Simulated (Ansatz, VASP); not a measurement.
# AgO: VASP beside Ansatz

The input INCAR:

```
PREC = Accurate
ENCUT = 520
EDIFF = 1E-6
ISMEAR = 0
SIGMA = 0.1
LREAL = F
LASPH = T
NELM = 60
ALGO = Normal
ISIF = 2
LWAVE = F
LCHARG = F
GGA = PS
NBANDS = 16
```

KPOINTS

```
regular mesh
0
Gamma
  14 14 14
```

Contents of POSCAR:

```
AgO
1.0
    0.0000000000      2.4241503607      2.4241503607
    2.4241503607      0.0000000000      2.4241503607
    2.4241503607      2.4241503607      0.0000000000
Ag O
1 1
Direct
    0.0000000000      0.0000000000      0.0000000000
    0.7500000000      0.7500000000      0.7500000000
```

Input for Ansatz:

```yaml
crystal:
  lattice:
    - [0.0, 2.4241503607, 2.4241503607]
    - [2.4241503607, 0.0, 2.4241503607]
    - [2.4241503607, 2.4241503607, 0.0]
  atoms:
    - { symbol: Ag, position: [0.0, 0.0, 0.0] }
    - { symbol: O, position: [0.75, 0.75, 0.75] }
basis:
  ecutwfc: 420
kpoints:
  mp_grid: { grid: [14, 14, 14] }
hamiltonian:
  xc: pbesol
scf:
  occupations: { method: gaussian, width: 0.1 }
output:
  forces: true
  stress: true
  eigenvalues: true
```

Alike in both runs: task single point; functional PBEsol; k mesh 14 × 14 × 14; occupations gaussian, width 0.1 eV; no spin polarisation.

|  | VASP | Ansatz |
| --- | --- | --- |
| version | VASP 6.6.1 | Ansatz 0.2.0 |
| potentials or method | VASP PAW PBE potentials, release 64 (Ag, O), cutoff 520 eV | scalar-relativistic, plane waves, PAW |
| valence electrons in the cell | 17 | 25 |

|  | VASP | Ansatz | Ansatz less VASP |
| --- | --- | --- | --- |
| gap on the k mesh at the Fermi level (eV) | none | none | - |
| pressure (GPa) | 7.7 | 7.9 | +0.23 |

VASP's potentials were made for PBE, not for PBEsol. A gap of «none» marks a metal or a gap that the smearing closes. The functional is the same, so the differences come from potentials, cutoffs and numerics. VASP's potentials hold 17 valence electrons a cell and Ansatz's 25, so a difference there can come from the potentials and not from the codes.
